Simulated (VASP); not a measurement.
As:

```xyz
1
Lattice="0.0000 2.1820 2.1820 2.1820 0.0000 2.1820 2.1820 2.1820 0.0000" Properties=species:S:1:pos:R:3 pbc="T T T"
As    0.0000    0.0000    0.0000
```

* Program: VASP 6.6.1
* Task: relaxation of cell and atoms
* Functional: r2SCAN
* Potentials or basis: VASP PAW PBE potentials, release 64 (As)
* Cutoff: 550 eV
* k mesh: 6 × 6 × 6
* Occupations: gaussian, width 0.1 eV
* Spin: no spin polarisation

At the start: pressure -5.7 GPa; volume 20.78 Å³/atom.

Problem. How do energy, volume and symmetry change on relaxing?

Solution. Over 3 steps the energy falls by 30.9 meV/atom and the volume is 19.12 Å³/atom (-8.0 %); space group Fm-3m (No. 225, to 0.05 Å).

The path:
```tsv
step	energy change (eV)	largest force (eV/Å)	pressure (GPa)	volume (Å³)
1	0.0000	0.0000	-5.68	20.78
2	-0.0278	0.0000	2.11	18.64
3	-0.0309	0.0000	0.02	19.12
```

Final structure:
```yaml
crystal:
  lattice:
    - [0.00000, 2.12253, 2.12253]
    - [2.12253, 0.00000, 2.12253]
    - [2.12253, 2.12253, 0.00000]
  atoms:
    - { symbol: As, position: [0.00000, 0.00000, 0.00000] }
```

Caveat: the k points lie up to 0.43 Å⁻¹ apart in the final cell; the PAW data sets were made with another functional, which shifts forces and pressure a little.
